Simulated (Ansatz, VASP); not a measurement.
## Bi2Te3 in VASP and in Ansatz

The input INCAR:

```
SYSTEM = Bi2Te3
PREC = Accurate
ENCUT = 520
EDIFF = 1E-7
ISMEAR = 0
SIGMA = 0.1
LREAL = .FALSE.
LASPH = .TRUE.
NELM = 100
ALGO = Normal
ISIF = 2
LWAVE = .FALSE.
LCHARG = .FALSE.
GGA = PE
NBANDS = 32
```

KPOINTS

```
regular mesh
0
G
  1 1 1
  0 0 0
```

The input POSCAR:

```
Bi2Te3
1.0
    2.2085012539      1.2750787934      9.9466700000
   -2.2085012539      1.2750787934      9.9466700000
    0.0000000000     -2.5501575869      9.9466700000
Bi Te
2 3
Direct
    0.8120000000      0.8120000000      0.8120000000
    0.4020000000      0.4020000000      0.4020000000
    0.6110000000      0.6110000000      0.6110000000
    0.2000000000      0.2000000000      0.2000000000
    0.0000000000      0.0000000000      0.0000000000
```

Input for Ansatz:

```yaml
crystal:
  lattice:
    - [2.2085012539, 1.2750787934, 9.94667]
    - [-2.2085012539, 1.2750787934, 9.94667]
    - [0.0, -2.5501575869, 9.94667]
  atoms:
    - { symbol: Bi, position: [0.812, 0.812, 0.812] }
    - { symbol: Bi, position: [0.402, 0.402, 0.402] }
    - { symbol: Te, position: [0.611, 0.611, 0.611] }
    - { symbol: Te, position: [0.2, 0.2, 0.2] }
    - { symbol: Te, position: [0.0, 0.0, 0.0] }
basis:
  ecutwfc: 420
kpoints:
  mp_grid: { grid: [1, 1, 1] }
hamiltonian:
  xc: pbe
scf:
  occupations: { method: gaussian, width: 0.1 }
output:
  forces: true
  stress: true
  eigenvalues: true
```

Alike in both runs: task single point; functional PBE; k mesh 1 × 1 × 1; occupations gaussian, width 0.1 eV; no spin polarisation.

|  | VASP | Ansatz |
| --- | --- | --- |
| version | VASP 6.6.1 | Ansatz 0.2.0 |
| potentials or method | VASP PAW PBE potentials, release 64 (Bi_d, Te), cutoff 520 eV | scalar-relativistic, plane waves, PAW |
| valence electrons in the cell | 48 | 78 |

Ansatz gave:

- gap on the k mesh at the Fermi level (eV): 0.17
- least direct gap on the mesh (eV): 0.17
- pressure (GPa): 27.3
- traceless stress, the component that is largest in VASP (GPa): -28.29
- rms of the force components (eV/Å): 1.373

**Question.** Estimate VASP's values.

**Answer.** gap on the k mesh at the Fermi level (eV): 0.15; least direct gap on the mesh (eV): 0.15; pressure (GPa): 27.4; traceless stress, the component that is largest in VASP (GPa): -28.34; rms of the force components (eV/Å): 1.342.

Atom by atom the forces differ by 0.040 eV/Å (rms over components). VASP's potentials hold 48 valence electrons a cell and Ansatz's 78, so a difference there can come from the potentials and not from the codes.

The k mesh is coarse, so the values compare programs but aren't converged. Spin-orbit coupling is off throughout.
